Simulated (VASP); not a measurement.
# Al3Cu (Pm-3m) in VASP: vibrations by perturbation theory with LDA

Aim: the vibrations by perturbation theory of Al3Cu with LDA.

Everything below comes from runs of VASP 6.6.1. Logs are shortened: lines on timing, memory, paths and dates and some standing lists are left out, and cuts for length are marked.

### Step 1. The cell of the first run

It takes space group Pm-3m (No. 221, cubic). The conventional cell has a = 3.855 Å, b = 3.855 Å, c = 3.855 Å, α = 90.00°, β = 90.00°, γ = 90.00°. Al (site symmetry 4/mmm) has 8 Al at 2.73 Å and 4 Cu at 2.73 Å within 3.6 Å. Cu (site symmetry m-3m) has 12 Al at 2.73 Å within 3.6 Å.

### Step 2. Vibrations by perturbation theory, LDA

INCAR

```
SYSTEM = Al3Cu
ALGO     = Normal         ! electronic algorithm
EDIFF    = 1E-8           ! SCF threshold, eV
ENCUT    = 520            ! plane-wave cutoff, eV
GGA      = CA             ! functional
IBRION   = 8              ! ionic algorithm
ISIF     = 2              ! what is computed and relaxed
ISMEAR   = 0              ! smearing method
LASPH    = .TRUE.         ! aspherical terms in the spheres
LCHARG   = .TRUE.         ! write CHGCAR
LREAL    = .FALSE.        ! projectors in reciprocal space
LWAVE    = .FALSE.        ! write WAVECAR
NBANDS   = 18             ! bands
NELM     = 100            ! most SCF steps
NSW      = 1              ! ionic steps
PREC     = Accurate       ! precision mode
SIGMA    = 0.15           ! smearing width, eV
```

KPOINTS

```
k-points
0
G
  10 10 10
  0 0 0
```

POSCAR

```
Al3Cu
1.0
    3.8548798307      0.0000000000      0.0000000000
    0.0000000000      3.8548798307      0.0000000000
    0.0000000000      0.0000000000      3.8548798307
Al Cu
3 1
Direct
    0.0000000000      0.5000000000      0.5000000000
    0.5000000000      0.0000000000      0.5000000000
    0.5000000000      0.5000000000      0.0000000000
    0.0000000000      0.0000000000      0.0000000000
```

Potentials or basis: VASP PAW LDA potentials, release 64 (Al, Cu).

The run is started by

```bash
$ cat potpaw_LDA.64/Al/POTCAR potpaw_LDA.64/Cu/POTCAR > POTCAR
$ mpirun -np 1 vasp_std > vasp.out
```

OUTCAR:

```text
SYSTEM = Al3Cu
   EDIFF = 1E-8
   ENCUT = 520
   GGA = CA
   IBRION = 8
   ISIF = 2
   ISMEAR = 0
   LASPH = .TRUE.
   LREAL = .FALSE.
   NELM = 100
   NSW = 1
   PREC = Accurate

 ion  position               nearest neighbor table
   1  0.000  0.500  0.500-   2 2.73   3 2.73   4 2.73   3 2.73   4 2.73   2 2.73   4 2.73   4 2.73
                             2 2.73   3 2.73   3 2.73   2 2.73
   2  0.500  0.000  0.500-   1 2.73   3 2.73   4 2.73   3 2.73   4 2.73   1 2.73   3 2.73   3 2.73
                             1 2.73   4 2.73   4 2.73   1 2.73
   3  0.500  0.500  0.000-   1 2.73   2 2.73   4 2.73   1 2.73   2 2.73   2 2.73   4 2.73   2 2.73
                             1 2.73   4 2.73   1 2.73   4 2.73
   4  0.000  0.000  0.000-   1 2.73   2 2.73   3 2.73   1 2.73   2 2.73   1 2.73   3 2.73   1 2.73
                             2 2.73   3 2.73   2 2.73   3 2.73

  LATTYP: Found a simple cubic cell.
 ALAT       =     3.8548798307

  Lattice vectors:

 A1 = (   3.8548798307,   0.0000000000,   0.0000000000)
 A2 = (   0.0000000000,   3.8548798307,   0.0000000000)
 A3 = (   0.0000000000,   0.0000000000,   3.8548798307)

Analysis of symmetry for initial positions (statically):
=====================================================================
 Subroutine PRICEL returns:
 Original cell was already a primitive cell.

 Routine SETGRP: Setting up the symmetry group for a
 simple cubic supercell.

 Subroutine GETGRP returns: Found 48 space group operations
 (whereof 48 operations were pure point group operations)
 out of a pool of 48 trial point group operations.

The static configuration has the point symmetry O_h .

Analysis of symmetry for dynamics (positions and initial velocities):
=====================================================================
 Subroutine PRICEL returns:
 Original cell was already a primitive cell.

 Routine SETGRP: Setting up the symmetry group for a
 simple cubic supercell.

[... 698 lines left out ...]
    total drift:                                0.000000     -0.000000      0.000000

  FREE ENERGIE OF THE ION-ELECTRON SYSTEM (eV)
  ---------------------------------------------------
  free  energy   TOTEN  =       -17.4150663059 eV

  energy  without entropy=      -17.4042335963  energy(sigma->0) =      -17.40964995

[... ionic steps 2 to 12 ...]

--------------------------------------- Ionic step       13  -------------------------------------------

 Free energy of the ion-electron system (eV)
  ---------------------------------------------------
  ---------------------------------------------------
  free energy    TOTEN  =        -0.24392631 eV

  energy without entropy =       -0.24392631

------------------------ aborting loop because EDIFF is reached ----------------------------------------

 INTERNAL STRAIN TENSOR  FOR ION    4  DIRECTION 1   (eV/Angst):
 -----------------------------------------------------------------------------
     0.07238 -0.00000  0.00000
    -0.00000  0.00549 -0.00000
    -0.00000 -0.00000  0.00549

 INTERNAL STRAIN TENSOR FOR ION    4 for displacements in x,y,z  (eV/Angst):
          X           Y           Z          XY          YZ          ZX
  --------------------------------------------------------------------------------
  x     0.00000     0.00000     0.00000     0.00000     0.00000     0.00000
  y     0.00000     0.00000     0.00000     0.00000     0.00000     0.00000
  z     0.00000     0.00000     0.00000     0.00000     0.00000     0.00000

 SECOND DERIVATIVES (NOT SYMMETRIZED)
 ------------------------------------
               1X          1Y          1Z          2X          2Y          2Z          3X          3Y          3Z          4X          4Y          4Z
  1X    -7.539395    0.000000    0.000000    3.944874    0.000000   -0.000000    3.944874    0.000000    0.000000   -0.350354    0.000000    0.000000
  1Y     0.000000   -4.901786    0.000000    0.000000    3.944842    0.000000    0.000000   -0.149133    0.000000    0.000000    1.106077    0.000000
  1Z     0.000000    0.000000   -4.901786    0.000000    0.000000   -0.149133    0.000000    0.000000    3.944842    0.000000    0.000000    1.106077
  2X     3.944842    0.000000    0.000000   -4.901786    0.000000    0.000000   -0.149133    0.000000    0.000000    1.106077    0.000000    0.000000
  2Y     0.000000    3.944874    0.000000   -0.000000   -7.539395    0.000000    0.000000    3.944874    0.000000    0.000000   -0.350354   -0.000000
  2Z     0.000000    0.000000   -0.149133    0.000000    0.000000   -4.901786    0.000000    0.000000    3.944842    0.000000    0.000000    1.106077
  3X     3.944842    0.000000    0.000000   -0.149133    0.000000    0.000000   -4.901786    0.000000    0.000000    1.106077    0.000000    0.000000
  3Y     0.000000   -0.149133    0.000000    0.000000    3.944842    0.000000    0.000000   -4.901786    0.000000    0.000000    1.106077    0.000000
  3Z    -0.000000   -0.000000    3.944874   -0.000000   -0.000000    3.944874    0.000000    0.000000   -7.539395   -0.000000   -0.000000   -0.350354
  4X    -0.388723   -0.000000    0.000000    1.067911    0.000000   -0.000000    1.067911    0.000000   -0.000000   -1.747098    0.000000   -0.000000
  4Y     0.000000    1.067911    0.000000    0.000000   -0.388723   -0.000000    0.000000    1.067911    0.000000    0.000000   -1.747098   -0.000000
  4Z     0.000000    0.000000    1.067911    0.000000    0.000000    1.067911    0.000000    0.000000   -0.388723    0.000000    0.000000   -1.747098

 Eigenvectors and eigenvalues of the dynamical matrix
 ----------------------------------------------------

   1 f  =   10.456156 THz    65.697967 2PiTHz  348.779826 cm-1    43.243168 meV
             X         Y         Z           dx          dy          dz
      0.000000  1.927440  1.927440    -0.696256   -0.195503    0.000000
      1.927440  0.000000  1.927440     0.397833    0.342154   -0.000000
      1.927440  1.927440  0.000000     0.397833   -0.195503    0.000000
      0.000000  0.000000  0.000000    -0.064549    0.031721    0.000000
[... 71 lines left out ...]
  12 f/i=    0.057561 THz     0.361667 2PiTHz    1.920033 cm-1     0.238054 meV
             X         Y         Z           dx          dy          dz
      0.000000  1.927440  1.927440    -0.417556   -0.073596    0.019349
      1.927440  0.000000  1.927440    -0.419327   -0.073285    0.019349
      1.927440  1.927440  0.000000    -0.419327   -0.073596    0.019268
      0.000000  0.000000  0.000000    -0.664901   -0.116697    0.030681

--------------------------------------------------------------------------------------------------------

 ELASTIC MODULI CONTR FROM IONIC RELAXATION (kBar)
 Direction    XX          YY          ZZ          XY          YZ          ZX
 --------------------------------------------------------------------------------
 XX           0.0000      0.0000      0.0000      0.0000      0.0000      0.0000
 YY           0.0000      0.0000      0.0000      0.0000      0.0000      0.0000
 ZZ           0.0000      0.0000      0.0000      0.0000      0.0000      0.0000
 XY           0.0000      0.0000      0.0000      0.0000      0.0000      0.0000
 YZ           0.0000      0.0000      0.0000      0.0000      0.0000      0.0000
 ZX           0.0000      0.0000      0.0000      0.0000      0.0000      0.0000
 --------------------------------------------------------------------------------
```

OSZICAR:

```text
N       E                     dE             d eps       ncg     rms          rms(c)
DAV:   1     0.742345762565E+02    0.74235E+02   -0.83745E+03  2024   0.117E+03
DAV:   2    -0.154699162617E+02   -0.89704E+02   -0.82976E+02  2078   0.216E+02
DAV:   3    -0.199848289656E+02   -0.45149E+01   -0.43167E+01  2722   0.537E+01
DAV:   4    -0.200904057393E+02   -0.10558E+00   -0.10511E+00  2898   0.679E+00
[... 63 lines left out ...]
RMM:  11    -0.243926313833E+00    0.23785E-06   -0.49244E-09  7901   0.118E-04    0.971E-06
RMM:  12    -0.243926333681E+00   -0.19848E-07   -0.51675E-09  7876   0.817E-05    0.381E-06
RMM:  13    -0.243926318218E+00    0.15463E-07   -0.57327E-09  7906   0.717E-05    0.131E-06
RMM:  14    -0.243926311313E+00    0.69052E-08   -0.56304E-09  7703   0.658E-05    0.604E-07
 Linear response finished
```

Wall time 16 min (1 thread of Intel Xeon 8259CL, shared host); peak memory 0.52 GiB.

What came out:

```
Highest phonon frequency at Γ : 349 cm⁻¹
```

Phonon frequencies in cm⁻¹ (negative: imaginary):
| q point | frequencies |
| --- | --- |
| (0.000, 0.000, 0.000) | -2 -2 -2 113 113 113 219 219 219 349 349 349 |
